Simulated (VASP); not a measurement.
# ZrSi7 in VASP: further runs

Runs on ZrSi7. Level: PBE. Tasks: single point, relaxation of cell and atoms.

Everything below comes from runs of VASP 6.6.1. Logs are shortened: lines on timing, memory, paths and dates and some standing lists are left out, and cuts for length are marked.

## 1. The cell of the first run

The cell holds a disordered packing, 16 atoms: a = 6.686 Å, b = 6.318 Å, c = 6.698 Å, α = 77.32°, β = 81.40°, γ = 77.33°.

## 2. Single point, PBE

Contents of INCAR:

```
SYSTEM = ZrSi7
PREC = Accurate
ENCUT = 520
EDIFF = 1E-7
ISMEAR = 0
SIGMA = 0.1
LREAL = Auto
LASPH = .TRUE.
NELM = 80
ALGO = Normal
ISIF = 2
LWAVE = .FALSE.
LCHARG = .TRUE.
GGA = PE
LELF = .TRUE.
LVHAR = .TRUE.
ISYM = 0
NBANDS = 54
```

Contents of KPOINTS:

```
Automatic mesh
0
Gamma
  2 2 2
  0.5 0.5 0.5
```

Contents of POSCAR:

```
ZrSi7
1.0
    6.6331879051      0.6864851851      0.4779925347
    0.7006506621      6.2397880347      0.7007930334
    0.4589635249      0.6905429542      6.6463449183
Si Zr
14 2
Direct
    0.6445158851      0.3718578763      0.8062779828
    0.8700230565      0.2717940297      1.1137571749
    0.9761864107      0.7057262679      0.3981515462
    0.9565664557      1.1137735043      0.6732094881
    0.1822491270      0.6421850094      0.7096098848
    0.4438070467      0.2574515975      0.4548466387
    0.3046713949      0.2516785454      0.8076980698
    0.7754730195      0.4414917659      0.4184726191
    0.5304499307      0.7482035156      0.8321097138
    0.8606441466      0.6538780600     -0.0097357695
    0.1622745364      0.1320626453      0.3332357845
    0.4036988826      0.6723668665      0.3720045488
    0.3171330257      0.4450763130      0.1261408297
    0.7094907685      0.9465188269      0.5482176147
    0.5801705712      0.0145987084      0.1163503849
    0.1487419200      0.8893110910      0.0264642430
```

Potentials or basis: VASP PAW PBE potentials, release 64 (Si, Zr_sv).

On the command line:

```console
$ cat potpaw_PBE.64/Si/POTCAR potpaw_PBE.64/Zr_sv/POTCAR > POTCAR
$ mpirun -np 1 vasp_std > vasp.out
```

OUTCAR:

```text
SYSTEM = ZrSi7
   PREC = Accurate
   ENCUT = 520
   EDIFF = 1E-7
   ISMEAR = 0
   LREAL = Auto
   LASPH = .TRUE.
   NELM = 80
   ISIF = 2
   GGA = PE
   ISYM = 0

 ion  position               nearest neighbor table
   1  0.645  0.372  0.806-   9 2.37   4 2.53   7 2.55   8 2.59   2 2.62  15 2.77  13 2.86  10 3.07

   2  0.870  0.272  0.114-  10 2.36   8 2.45  11 2.51   1 2.62  15 2.78  16 2.82
   3  0.976  0.706  0.398-   8 2.33  14 2.33   5 2.58  16 2.71  12 2.80  10 3.05  13 3.11  11 3.13
                            15 3.46
   4  0.957  0.114  0.673-  11 2.47  14 2.47   1 2.53   8 2.58  16 2.81   7 2.97   5 3.01
   5  0.182  0.642  0.710-   7 2.40  12 2.51   3 2.58  10 2.64   9 2.84  16 2.85  13 2.98   4 3.01

   6  0.444  0.257  0.455-  14 2.38   7 2.40  13 2.44  11 2.50  12 2.52   8 2.68  15 2.94
   7  0.305  0.252  0.808-   5 2.40   6 2.40   1 2.55  13 2.70  16 2.76  15 2.91   4 2.97
   8  0.775  0.441  0.418-   3 2.33   2 2.45   4 2.58   1 2.59  12 2.62   6 2.68  10 2.92  11 2.94

   9  0.530  0.748  0.832-  14 2.36   1 2.37  10 2.49  16 2.74   5 2.84  13 2.88  15 2.90
  10  0.861  0.654  0.990-   2 2.36   9 2.49   5 2.64  16 2.75  15 2.81   8 2.92   3 3.05   1 3.07

  11  0.162  0.132  0.333-   4 2.47  13 2.48   6 2.50   2 2.51  16 2.84   8 2.94  15 2.97  12 2.97
                             3 3.13
  12  0.404  0.672  0.372-   5 2.51   6 2.52  13 2.61   8 2.62   3 2.80  15 2.81  11 2.97  16 2.98

  13  0.317  0.445  0.126-   6 2.44  11 2.48  12 2.61   7 2.70  16 2.76   1 2.86   9 2.88  15 2.91
                             5 2.98   3 3.11
  14  0.709  0.947  0.548-   3 2.33   9 2.36   6 2.38   4 2.47  15 3.06
  15  0.580  0.015  0.116-   1 2.77   2 2.78  12 2.81  10 2.81   9 2.90  13 2.91   7 2.91   6 2.94
                            11 2.97  14 3.06  16 3.32   3 3.46  16 3.69
  16  0.149  0.889  0.026-   3 2.71   9 2.74  10 2.75   7 2.76  13 2.76   4 2.81   2 2.82  11 2.84
                             5 2.85  12 2.98  15 3.32  15 3.69

IMPORTANT INFORMATION: All symmetrisations will be switched off!
NOSYMM: (Re-)initialisation of all symmetry stuff for point group C_1.

----------------------------------------------------------------------------------------

                                     Primitive cell

  volume of cell :     267.7665

  direct lattice vectors                    reciprocal lattice vectors
     6.633187905  0.686485185  0.477992535     0.153073115 -0.016189953 -0.008888362
     0.700650662  6.239788035  0.700793033    -0.015806841  0.163825832 -0.015929659
     0.458963525  0.690542954  6.646344918    -0.009342049 -0.016109505  0.152777501

  length of vectors
     6.685725133  6.317988362  6.697865172     0.154183320  0.165355718  0.153908267

  position of ions in fractional coordinates (direct lattice)
     0.644515885  0.371857876  0.806277983
     0.870023057  0.271794030  0.113757175
     0.976186411  0.705726268  0.398151546
     0.956566456  0.113773504  0.673209488
     0.182249127  0.642185009  0.709609885
     0.443807047  0.257451598  0.454846639
[... 8 lines left out ...]
     0.580170571  0.014598708  0.116350385
     0.148741920  0.889311091  0.026464243

  ion indices of the primitive-cell ions
   primitive index   ion index
                 1           1
                 2           2
                 3           3
                 4           4
                 5           5
                 6           6
[... 8 lines left out ...]
                15          15
                16          16

----------------------------------------------------------------------------------------

 KPOINTS: Automatic mesh

Automatic generation of k-mesh.
 Grid dimensions read from file:
 generate k-points for:    2    2    2

 Generating k-lattice:

  Cartesian coordinates                     Fractional coordinates (reciprocal lattice)
     0.076536557 -0.008094977 -0.004444181     0.500000000  0.000000000  0.000000000
    -0.007903421  0.081912916 -0.007964830    -0.000000000  0.500000000  0.000000000
    -0.004671025 -0.008054752  0.076388750    -0.000000000 -0.000000000  0.500000000

  Length of vectors
     0.077091660  0.082677859  0.076954134

  Shift w.r.t. Gamma in fractional coordinates (k-lattice)
     0.500000000  0.500000000  0.500000000

 Subroutine IBZKPT returns following result:
 ===========================================

 Found      4 irreducible k-points:

 Following reciprocal coordinates:
            Coordinates               Weight
  0.250000  0.250000  0.250000      2.000000
 -0.250000  0.250000  0.250000      2.000000
  0.250000 -0.250000  0.250000      2.000000
 -0.250000 -0.250000  0.250000      2.000000
   k-points           NKPTS =      4   k-points in BZ     NKDIM =      4   number of bands    NBANDS=     54
   number of dos      NEDOS =    301   number of ions     NIONS =     16
   total plane-waves  NPLWV = 120000
   dimension x,y,z NGX =    50 NGY =   48 NGZ =   50
   dimension x,y,z NGXF=   100 NGYF=   96 NGZF=  100
   ions per type =              14   2
   NGX,Y,Z   is equivalent  to a cutoff of  12.43, 12.63, 12.41 a.u.
   NGXF,Y,Z  is equivalent  to a cutoff of  24.87, 25.26, 24.82 a.u.
 SYSTEM =  ZrSi7
   PREC   = accura    normal or accurate (medium, high low for compatibility)
   ISTART =      0    job   : 0-new  1-cont  2-samecut
   ICHARG =      2    charge: 1-file 2-atom 10-const
   ISPIN  =      1    spin polarized calculation?
   LNONCOLLINEAR =      F non collinear calculations
   LSORBIT =      F    spin-orbit coupling
   LASPH  =      T    aspherical Exc in radial PAW
   ENCUT  =  520.0 eV  38.22 Ry    6.18 a.u.  12.43 11.75 12.45*2*pi/ulx,y,z
   NELM   =     80;   NELMIN=  2; NELMDL= -5     # of ELM steps
   EDIFF  = 0.1E-06   stopping-criterion for ELM
   LREAL  =      T    real-space projection
   EDIFFG = 0.1E-05   stopping-criterion for IOM
   NSW    =      0    number of steps for IOM
   IBRION =     -1    ionic relax: 0-MD 1-quasi-New 2-CG
   NFREE  =      0    steps in history (QN), initial steepest desc. (CG)
   ISIF   =      2    stress and relaxation
   ISYM   =      0    0-nonsym 1-usesym 2-fastsym
   POTIM  = 0.5000    time-step for ionic-motion
   TEBEG  =    0.0;   TEEND  =   0.0 temperature during run
   PSTRESS=    0.0 pullay stress
   NELECT =      80.0000    total number of electrons
   NUPDOWN=      -1.0000    fix difference up-down
   EMIN   =  10.00;   EMAX   =-10.00  energy-range for DOS
   EFERMI =   0.00;   METHOD = LEGACY
   ISMEAR =     0;   SIGMA  =   0.10  broadening in eV -4-tet -1-fermi 0-gaus
   EFERMI_NEDOS =   21; number of points for ismear=-14 and -15
   IALGO  =     38    algorithm
   IMIX   =      4    mixing-type and parameters
     AMIX     =   0.40;   BMIX     =  1.00
     AMIX_MAG =   1.60;   BMIX_MAG =  1.00
  volume/ion in A,a.u.               =      16.74       112.94
  Fermi-wavevector in a.u.,A,eV,Ry     =   1.094425  2.068164 16.296601  1.197766
  Thomas-Fermi vector in A             =   2.230730
   LORBIT       =      0    0 simple, 1 ext, 2 COOP (PROOUT), +10 PAW based schemes
   GGA     = PE    functional components
   LHFCALC =     F    Hartree Fock is set to
   AEXX    =    0.0000 exact exchange contribution
   IVDW    =     0    specifies the selected vdW correction
   LEPSILON=     F    determine dielectric tensor
   LRPA    =     F    only Hartree local field effects (RPA)
 non-spin polarized calculation
 Gauss-broadening in eV      SIGMA  =   0.10
  energy-cutoff  :      520.00
  volume of cell :      267.77
 maximum number of plane-waves:      7218
 NGX is ok and might be reduce to    50
   NGX = 25   NGY = 23   NGZ = 25

 number of electron      80.0000001 magnetization

 Free energy of the ion-electron system (eV)
  ---------------------------------------------------
  ext. energy  EPLUGINS =         0.00000000
  ---------------------------------------------------
  free energy    TOTEN  =       -91.78881713 eV

  energy without entropy =      -91.76975411  energy(sigma->0) =      -91.77928562

 E-fermi :   8.6574     XC(G=0): -10.7580

 val. band max:        8.5872597222   @ k =  -0.2500   0.2500   0.2500
 cond. band min:       8.7292618822   @ k =   0.2500  -0.2500   0.2500
 fundamental gap:      0.1420021600
 Fermi energy:         8.6574179001

 k-point     1 :       0.2500    0.2500    0.2500
  band No.  band energies     occupation
      1     -40.3072      2.00000
      2     -39.6923      2.00000
      3     -18.4359      2.00000
      4     -18.3968      2.00000
      5     -18.3647      2.00000
      6     -17.8764      2.00000
[... 44 lines left out ...]
     51      11.6649      0.00000
     52      11.8956      0.00000

 k-point     2 :      -0.2500    0.2500    0.2500
  band No.  band energies     occupation
      1     -40.3072      2.00000
      2     -39.6923      2.00000
      3     -18.4359      2.00000
      4     -18.3968      2.00000
      5     -18.3648      2.00000
      6     -17.8764      2.00000
[... 44 lines left out ...]
     51      11.3567      0.00000
     52      11.4265      0.00000

 k-point     3 :       0.2500   -0.2500    0.2500
  band No.  band energies     occupation
      1     -40.3072      2.00000
      2     -39.6923      2.00000
      3     -18.4359      2.00000
      4     -18.3968      2.00000
      5     -18.3648      2.00000
      6     -17.8764      2.00000
[... 44 lines left out ...]
     51      11.4106      0.00000
     52      11.5652      0.00000

 k-point     4 :      -0.2500   -0.2500    0.2500
  band No.  band energies     occupation
      1     -40.3072      2.00000
      2     -39.6923      2.00000
      3     -18.4359      2.00000
      4     -18.3968      2.00000
      5     -18.3647      2.00000
      6     -17.8764      2.00000
[... 44 lines left out ...]
     51      11.2272      0.00000
     52      11.3033      0.00000
 [bands above 52 left out]

------------------------ aborting loop because EDIFF is reached ----------------------------------------

  FORCE on cell =-STRESS in cart. coord.  units (eV):
  Direction    XX          YY          ZZ          XY          YZ          ZX
  --------------------------------------------------------------------------------------
  -------------------------------------------------------------------------------------
  Total        0.0861977      0.1252028      0.1941054      0.0788727      0.2118690      0.0274520
  in kB        0.5157631      0.7491490      1.1614272      0.4719336      1.2677154      0.1642585
  external PRESSURE =       0.8087797 kB  Pullay stress =       0.0000000 kB

 VOLUME and BASIS-vectors are now :
 -----------------------------------------------------------------------------
  energy-cutoff  :      520.00
  volume of cell :      267.77
      direct lattice vectors                 reciprocal lattice vectors
     6.633187905  0.686485185  0.477992535     0.153073115 -0.016189953 -0.008888362
     0.700650662  6.239788035  0.700793033    -0.015806841  0.163825832 -0.015929659
     0.458963525  0.690542954  6.646344918    -0.009342049 -0.016109505  0.152777501

 POSITION                                       TOTAL-FORCE (eV/Angst)
 -----------------------------------------------------------------------------------
      4.90579      3.31953      5.92747        -0.016046     -0.005729      0.010283
      6.01367      2.37175      1.36241         0.009485      0.001871     -0.000684
      7.15243      5.34866      3.60743        -0.008355      0.012801      0.002344
      6.73378      1.83147      5.01135         0.008921     -0.011881     -0.014546
      1.98453      4.62223      5.25346        -0.011702     -0.002008      0.015651
      3.33300      2.22520      3.41562        -0.013091     -0.012078      0.014619
[... 8 lines left out ...]
      3.91201      0.56972      1.06085        -0.007219      0.029826     -0.011154
      1.62188      5.66950      0.87021        -0.029677      0.005258     -0.006727
 -----------------------------------------------------------------------------------
    total drift:                                0.006416      0.001472     -0.008774

  FREE ENERGIE OF THE ION-ELECTRON SYSTEM (eV)
  ---------------------------------------------------
  free  energy   TOTEN  =       -91.7888171282 eV

  energy  without entropy=      -91.7697541093  energy(sigma->0) =      -91.77928562
```

It took 98 s on 1 thread of Intel Xeon Platinum 8488C (Sapphire Rapids), shared host; peak memory 0.33 GiB.

What came out:

* Free energy: -91.7888 eV
* Pressure: 0.1 GPa
* Largest force: 0.033 eV/Å
* Band gap on the k mesh: zero (bands 40 and 41 overlap by 0.27 eV)

Forces on the atoms (eV/Å):
```
Si  -0.016 -0.006  0.010
Si   0.009  0.002 -0.001
Si  -0.008  0.013  0.002
Si   0.009 -0.012 -0.015
Si  -0.012 -0.002  0.016
Si  -0.013 -0.012  0.015
Si   0.001  0.002 -0.006
Si   0.001 -0.004  0.009
Si   0.026 -0.007 -0.009
Si   0.013  0.004 -0.007
Si   0.009  0.014  0.004
Si   0.006 -0.025 -0.012
Si   0.007 -0.014  0.008
Si   0.005  0.013  0.003
Zr  -0.007  0.030 -0.011
Zr  -0.030  0.005 -0.007
```

Caveat: the k points lie up to 0.52 Å⁻¹ apart.

## 3. Relaxation of cell and atoms, PBE

This run uses another cell than the first one, of 16.82 Å³/atom.

Contents of INCAR:

```
SYSTEM = ZrSi7
  PREC = Accurate
  ENCUT = 600
  EDIFF = 1E-6
  ISMEAR = 0
  SIGMA = 0.1
  LREAL = Auto
  LASPH = .True.
  NELM = 100
  ALGO = Normal
  ISIF = 3
  LWAVE = .False.
  LCHARG = .False.
  GGA = PE
  IBRION = 2
  NSW = 90
  EDIFFG = -0.04
  ISYM = 0
```

KPOINTS is that of step 2.

Contents of POSCAR:

```
ZrSi7
1.0
    6.3834610000      0.2107420000      0.1575520000
    0.2107420000      6.5561630000     -0.0013120000
    0.1575520000     -0.0013120000      6.4400080000
Si Zr
14 2
Direct
    0.7025262692      0.3581427563      0.7313797111
    0.9791950745      0.2638908017      0.9539608212
    0.9365113666      0.7163912414      0.4085331479
    0.9840310989      0.9862597444      0.7013125744
    0.2092186848      0.6452321879      0.6802717037
    0.3633271522      0.3214938405      0.5361019451
    0.3418428006      0.2459531266      0.9120433195
    0.7054128192      0.4255374651      0.3490964022
    0.5636552836      0.7182444087      0.8060135764
    0.8717539826      0.6293019237      0.0048753114
    0.0620291102      0.1737921606      0.3624051110
    0.4333318251      0.7040434730      0.3648368098
    0.1910687713      0.4781024094      0.2105507807
    0.6343438466      0.9762917099      0.5486130801
    0.6946395834      0.0345366008      0.1061218289
    0.1932085088      0.8807607731      0.0506946308
```

Potentials or basis: VASP PAW PBE potentials, release 64 (Si, Zr_sv).

On the command line:

```console
$ cat potpaw_PBE.64/Si/POTCAR potpaw_PBE.64/Zr_sv/POTCAR > POTCAR
$ mpirun -np 1 vasp_std > vasp.out
```

It took 39 min on 1 thread of Intel Xeon Platinum 8488C (Sapphire Rapids), shared host; peak memory 0.42 GiB.

Results (log left out):

```
Free energy                           : -90.9925 eV
Relaxed volume                        : 16.84 Å³/atom
Relaxed cell                          : a = 6.764 Å, b = 6.519 Å, c = 6.193 Å, α = 84.48°, β = 86.23°, γ = 83.16°
Space group after relaxing (to 0.1 Å) : P1 (No. 1)
Energy gained by relaxing             : 86.8 meV/atom
Ionic steps                           : 37
Pressure after relaxing               : -0.1 GPa
Largest force after relaxing          : 0.037 eV/Å
Band gap on the k mesh                : zero (bands 40 and 41 overlap by 0.23 eV)
```

Forces on the atoms (eV/Å):
```
Si  -0.010  0.032 -0.010
Si  -0.025 -0.002 -0.006
Si  -0.009 -0.004  0.018
Si  -0.017 -0.014  0.005
Si  -0.023  0.022  0.016
Si   0.018 -0.010 -0.030
Si   0.004  0.000 -0.013
Si   0.012 -0.011  0.011
Si  -0.026  0.021 -0.010
Si   0.012  0.019 -0.002
Si   0.030 -0.008  0.000
Si  -0.005 -0.024  0.023
Si   0.018  0.000 -0.020
Si   0.004 -0.022  0.002
Zr   0.008 -0.008 -0.004
Zr   0.010  0.009  0.020
```

Stress tensor (GPa, compression positive):
```
-0.02  0.04 -0.06
 0.04 -0.10 -0.02
-0.06 -0.02 -0.04
```

The path:
```csv
step,energy change (eV),largest force (eV/Å),pressure (GPa),volume (Å³)
1,0.0000,1.4464,0.26,269.07
2,-0.5486,0.6335,-0.73,270.00
3,-0.6479,0.7232,-0.87,270.44
4,-0.8127,0.4473,0.48,266.65
5,-0.8475,0.5640,1.58,264.08
6,-0.9424,0.4818,-0.33,268.82
7,-0.9439,0.5141,-0.57,269.48
8,-1.0039,0.2794,-0.21,268.32
9,-1.0218,0.2717,0.19,267.24
10,-1.0559,0.1964,-0.01,267.73
11,-1.0670,0.2720,-0.17,268.17
12,-1.0918,0.2718,0.25,267.33
13,-1.0966,0.3184,0.55,266.76
14,-1.1151,0.3397,0.11,268.02
15,-1.1394,0.3920,-1.10,271.77
16,-1.1518,0.3847,-1.00,271.62
17,-1.1840,0.3310,-0.72,271.18
18,-1.2136,0.4400,-0.10,270.27
19,-1.2432,0.3970,0.07,269.84
20,-1.2854,0.3200,0.59,268.62
21,-1.3157,0.2378,-0.17,270.47
22,-1.3250,0.2370,-0.86,272.26
23,-1.3483,0.1675,-0.24,270.55
24,-1.3544,0.2059,0.34,269.06
25,-1.3662,0.1260,0.08,269.64
26,-1.3674,0.1119,-0.04,269.91
27,-1.3732,0.0820,-0.06,269.94
28,-1.3750,0.1018,-0.07,269.97
29,-1.3787,0.0638,0.08,269.59
30,-1.3793,0.0688,0.17,269.36
31,-1.3817,0.0631,-0.15,270.08
32,-1.3818,0.0599,-0.23,270.27
33,-1.3840,0.0618,-0.06,269.76
34,-1.3846,0.0624,0.09,269.32
35,-1.3866,0.0544,0.04,269.37
36,-1.3871,0.0614,0.01,269.41
37,-1.3887,0.0366,-0.05,269.51
```

Final structure:
```xyz
16
Lattice="6.7505 0.3813 0.2084 0.4011 6.5001 0.3017 0.2004 0.2984 6.1827" Properties=species:S:1:pos:R:3 pbc="T T T"
Si    4.7860    2.9028    5.0024
Si    6.8372    2.4761    6.0447
Si    6.8027    5.1666    2.9638
Si    6.7768    0.6091    4.4136
Si    1.7980    4.5199    4.5352
Si    3.1351    1.9329    3.1310
Si    2.5310    2.0902    5.5488
Si    5.1663    3.3145    2.5688
Si    4.1166    5.1510    5.6330
Si    6.1755    4.5241    0.5237
Si    0.2496    1.3197    2.1423
Si    3.2779    4.8916    2.6078
Si    1.7895    3.0891    1.4461
Si    4.9822    6.4555    3.8713
Zr    4.4796    0.5234    0.8415
Zr    1.5273    5.8472    0.6265
```

Levels at points of the mesh, in eV from the Fermi level:
```
           k point  band 37  band 38  band 39  band 40  band 41  band 42  band 43  band 44
(0.25, 0.25, 0.25)    -1.32    -1.02    -0.85    -0.53    -0.17     0.52     0.73     1.12
```

Caveat: the k points lie up to 0.51 Å⁻¹ apart in the final cell.

The gap in the log of VASP goes by the Fermi energy; the results here count the filled bands.